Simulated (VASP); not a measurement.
# KMgF3 (Amm2) in VASP: further runs, part 2 of 2

VASP 6.6.1.

### Step 5. Single point, PBEsol

The input, INCAR:

```
PREC = Accurate
ENCUT = 520
EDIFF = 1E-7
ISMEAR = 0
SIGMA = 0.05
LREAL = False
LASPH = True
NELM = 60
ALGO = Normal
ISIF = 2
LWAVE = False
LCHARG = False
GGA = PS
NBANDS = 24
```

The input, KPOINTS:

```
regular mesh
0
Gamma
  6 6 6
```

The input, POSCAR:

```
KMgF3
1.0
    3.9859000000      0.0000000000      0.0000000000
    0.0000000000      3.9859000000      0.0000000000
    0.0000000000      0.0000000000      3.9859000000
K Mg F
1 1 3
Direct
    0.5000000000      0.5000000000      0.5000000000
    0.0000000000      0.0000000000      0.0000000000
    0.5000000000     -0.0554381367     -0.0554381367
    0.0000000000      0.4445618633     -0.0554381367
    0.0000000000     -0.0554381367      0.4445618633
```

Potentials or basis: VASP PAW PBE potentials, release 64 (K_sv, Mg, F).

Launch:

```console
> cat potpaw_PBE.64/K_sv/POTCAR potpaw_PBE.64/Mg/POTCAR potpaw_PBE.64/F/POTCAR > POTCAR
> mpirun -np 1 vasp_std > vasp.out
```

OUTCAR:

```text
PREC = Accurate
   ENCUT = 520
   EDIFF = 1E-7
   ISMEAR = 0
   LREAL = False
   LASPH = True
   NELM = 60
   ISIF = 2
   GGA = PS

 ion  position               nearest neighbor table
   1  0.500  0.500  0.500-   3 2.51   4 2.68   5 2.68   4 2.68   5 2.68   3 2.84   3 2.84   2 3.45
                             2 3.45   2 3.45   2 3.45   2 3.45   2 3.45   2 3.45   2 3.45
   2  0.000  0.000  0.000-   4 1.79   5 1.79   3 2.02   3 2.02   4 2.22   5 2.22   1 3.45   1 3.45
                             1 3.45   1 3.45   1 3.45   1 3.45   1 3.45   1 3.45
   3  0.500  0.945  0.945-   2 2.02   2 2.02   1 2.51   1 2.84   1 2.84
   4  0.000  0.445  0.945-   2 1.79   2 2.22   1 2.68   1 2.68
   5  0.000  0.945  0.445-   2 1.79   2 2.22   1 2.68   1 2.68

  LATTYP: Found a simple cubic cell.
 ALAT       =     3.9859000000

  Lattice vectors:

 A1 = (   3.9859000000,   0.0000000000,   0.0000000000)
 A2 = (   0.0000000000,   3.9859000000,   0.0000000000)
 A3 = (   0.0000000000,   0.0000000000,   3.9859000000)

Analysis of symmetry for initial positions (statically):
=====================================================================
 Subroutine PRICEL returns:
 Original cell was already a primitive cell.

[... 173 lines left out ...]

  energy without entropy =      -24.77791328  energy(sigma->0) =      -24.77791328

 E-fermi :  -1.4602     XC(G=0):  -9.9139

 val. band max:       -1.7401835626   @ k =   0.5000   0.5000   0.5000
 cond. band min:       5.3380282944   @ k =   0.0000   0.0000   0.0000
 fundamental gap:      7.0782118571
 Fermi energy:        -1.4601965043

 k-point     1 :       0.0000    0.0000    0.0000
  band No.  band energies     occupation
      1     -27.1138      2.00000
      2     -21.7607      2.00000
      3     -21.1547      2.00000
      4     -21.0559      2.00000
      5     -10.6939      2.00000
      6     -10.6910      2.00000
[... 637 lines left out ...]
     23      12.6233      0.00000
     24      12.8314      0.00000

 [... further k-points ...]
[... 5 lines left out ...]
  --------------------------------------------------------------------------------------
  -------------------------------------------------------------------------------------
  Total       -0.0738605      2.8217591      2.8217591      0.0000000     -0.4902175      0.0000000
  in kB       -1.8687168     71.3922907     71.3922907      0.0000000    -12.4028133      0.0000000
  external PRESSURE =      46.9719549 kB  Pullay stress =       0.0000000 kB

 VOLUME and BASIS-vectors are now :
 -----------------------------------------------------------------------------
  energy-cutoff  :      520.00
  volume of cell :       63.33
      direct lattice vectors                 reciprocal lattice vectors
     3.985900000  0.000000000  0.000000000     0.250884367  0.000000000  0.000000000
     0.000000000  3.985900000  0.000000000     0.000000000  0.250884367  0.000000000
     0.000000000  0.000000000  3.985900000     0.000000000  0.000000000  0.250884367

 POSITION                                       TOTAL-FORCE (eV/Angst)
 -----------------------------------------------------------------------------------
      1.99295      1.99295      1.99295         0.000000     -0.305305     -0.305305
      0.00000      0.00000      0.00000         0.000000     -2.071675     -2.071675
      1.99295      3.76493      3.76493         0.000000      0.364789      0.364789
      0.00000      1.77198      3.76493         0.000000      1.919776      0.092415
      0.00000      3.76493      1.77198         0.000000      0.092415      1.919776
 -----------------------------------------------------------------------------------
    total drift:                                0.000000     -0.000681     -0.000685

  FREE ENERGIE OF THE ION-ELECTRON SYSTEM (eV)
  ---------------------------------------------------
  free  energy   TOTEN  =       -24.7779132849 eV

  energy  without entropy=      -24.7779132849  energy(sigma->0) =      -24.77791328
```

It took 52 s on 1 thread of Intel Xeon Platinum 8488C (Sapphire Rapids), shared host; peak memory 0.21 GiB.

What came out:

```yaml
Free_energy: -24.7779 eV
Pressure: 4.7 GPa
Largest_force: 2.930 eV/Å
Band_gap_on_the_k_mesh: 7.08 eV (least direct gap 7.40 eV)
```

Forces in eV/Å, atoms in the order of the input:
```
K    0.000 -0.305 -0.305
Mg   0.000 -2.072 -2.072
F    0.000  0.365  0.365
F    0.000  1.920  0.092
F    0.000  0.092  1.920
```

Caveat: the cell differs from its parent crystal (all F atoms moved +0.312 Å, as atom 3 towards its neighbour atom 1 (K) at 2.818 Å); the cell stands under pressure; the PAW data sets were made with another functional, which shifts forces and pressure a little. A k mesh can miss the band edges.

### Step 6. Single point, PBEsol

The input, INCAR:

```
SYSTEM = KMgF3
PREC = Accurate
ENCUT = 520
EDIFF = 1E-7
ISMEAR = 0
SIGMA = 0.05
LREAL = .False.
LASPH = .True.
NELM = 100
ALGO = Normal
ISIF = 2
LWAVE = .False.
LCHARG = .False.
GGA = PS
NBANDS = 24
```

The input, KPOINTS:

```
regular mesh
0
Gamma
  6 6 6
  0 0 0
```

The input, POSCAR:

```
KMgF3
1.0
    3.9859000000      0.0000000000      0.0000000000
    0.0000000000      3.9859000000      0.0000000000
    0.0000000000      0.0000000000      3.9859000000
K Mg F
1 1 3
Direct
    0.5000000000      0.5000000000      0.5000000000
    0.0000000000      0.0000000000      0.0000000000
    0.5000000000     -0.0332628820     -0.0332628820
    0.0000000000      0.4667371180     -0.0332628820
    0.0000000000     -0.0332628820      0.4667371180
```

Potentials or basis: VASP PAW PBE potentials, release 64 (K_sv, Mg, F).

Launch:

```console
> cat potpaw_PBE.64/K_sv/POTCAR potpaw_PBE.64/Mg/POTCAR potpaw_PBE.64/F/POTCAR > POTCAR
> mpirun -np 1 vasp_std > vasp.out
```

Run time: 55 s. Hardware: 1 thread of Intel Xeon Platinum 8488C (Sapphire Rapids), shared host; peak memory 0.21 GiB.

Results (log left out):

* Free energy: -25.0978 eV
* Pressure: 1.6 GPa
* Largest force: 1.610 eV/Å
* Band gap on the k mesh: 7.11 eV (least direct gap 7.43 eV)

Forces on the atoms (eV/Å):
```
K    0.000 -0.148 -0.148
Mg   0.000 -1.138 -1.138
F    0.000  0.175  0.175
F    0.000  0.993  0.119
F    0.000  0.119  0.993
```

Stress tensor (GPa, compression positive):
```
-0.14  0.00  0.00
 0.00  2.48 -0.35
 0.00 -0.35  2.48
```

Levels at points of the mesh, in eV from the valence-band top:
| k point | band 13 | band 14 | band 15 | band 16 | band 17 | band 18 | band 19 | band 20 |
| --- | --- | --- | --- | --- | --- | --- | --- | --- |
| (0.00, 0.00, 0.00) | -0.64 | -0.35 | -0.33 | -0.32 | 7.11 | 10.00 | 10.01 | 12.16 |
| (0.50, 0.00, 0.00) | -0.84 | -0.84 | -0.58 | -0.54 | 9.91 | 10.25 | 11.03 | 12.60 |
| (0.00, 0.50, 0.00) | -0.90 | -0.87 | -0.54 | -0.52 | 9.92 | 10.25 | 11.06 | 12.71 |
| (0.50, 0.50, 0.00) | -1.08 | -0.89 | -0.88 | -0.03 | 10.77 | 11.54 | 12.24 | 12.34 |
| (0.00, 0.50, 0.50) | -1.07 | -0.88 | -0.88 | -0.04 | 10.69 | 11.63 | 12.30 | 12.43 |
| (0.50, 0.50, 0.50) | -1.09 | -0.03 | -0.02 | 0.00 | 10.32 | 10.34 | 10.37 | 13.39 |

Caveat: the cell differs from its parent crystal (all F atoms moved +0.188 Å, as atom 3 towards its neighbour atom 1 (K) at 2.818 Å); the PAW data sets were made with another functional, which shifts forces and pressure a little.

### Step 7. The runs side by side

| cell | gap on the mesh (eV) | pressure (GPa) | largest force (eV/Å) |
| --- | --- | --- | --- |
| as given, atomic positions A | 7.09 | 3.0 | 2.24 |
| as given, atomic positions B | 7.12 | 0.7 | 1.04 |
| as given, atomic positions C | 7.03 | 9.5 | 4.54 |
| as given, atomic positions D | 7.08 | 4.7 | 2.93 |
| as given, atomic positions E | 7.11 | 1.6 | 1.61 |

Alike in all rows: task single point; level PBEsol; potentials or basis VASP PAW PBE potentials, release 64 (K_sv, Mg, F); no spin polarisation; k mesh 6 × 6 × 6; cutoff (eV) 520; smearing gaussian 0.05 eV.

Caveats: the PAW data sets were made with another functional, which shifts forces and pressure a little; the cell stands under pressure (at least some runs).

Total energies depend on the potentials used, so only differences within one code and one set of settings carry meaning.
